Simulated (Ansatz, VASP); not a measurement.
**Two plane-wave programs on Hg**

```xyz
3
Lattice="4.5400 0.0000 0.0000 -2.2700 3.9318 0.0000 0.0000 0.0000 3.8700" Properties=species:S:1:pos:R:3 pbc="T T T"
Hg    0.0000    2.6212    1.9350
Hg    0.0000    0.0000    0.0000
Hg    2.2700    1.3106    1.9350
```

Alike in both runs: task single point; functional PBE; k mesh 6 × 6 × 4; occupations gaussian, width 0.1 eV; no spin polarisation.

```csv
,VASP,Ansatz
version,VASP 6.6.1,Ansatz 0.2.0
potentials or method,"VASP PAW PBE potentials, release 64 (Hg), cutoff 520 eV","scalar-relativistic, plane waves, PAW"
valence electrons in the cell,36,60
```

Ansatz gave:

- gap on the k mesh at the Fermi level (eV): none
- pressure (GPa): 12.8
- traceless stress, the component that is largest in VASP (GPa): -8.54

**Question.** What did VASP give for the same quantities?

**Answer.** gap on the k mesh at the Fermi level (eV): none; pressure (GPa): 13.6; traceless stress, the component that is largest in VASP (GPa): -9.09.

A gap of «none» marks a metal or a gap that the smearing closes. VASP's potentials hold 36 valence electrons a cell and Ansatz's 60, so a difference there can come from the potentials and not from the codes.

The k mesh is coarse, so the values compare programs but aren't converged. Spin-orbit coupling is off throughout.
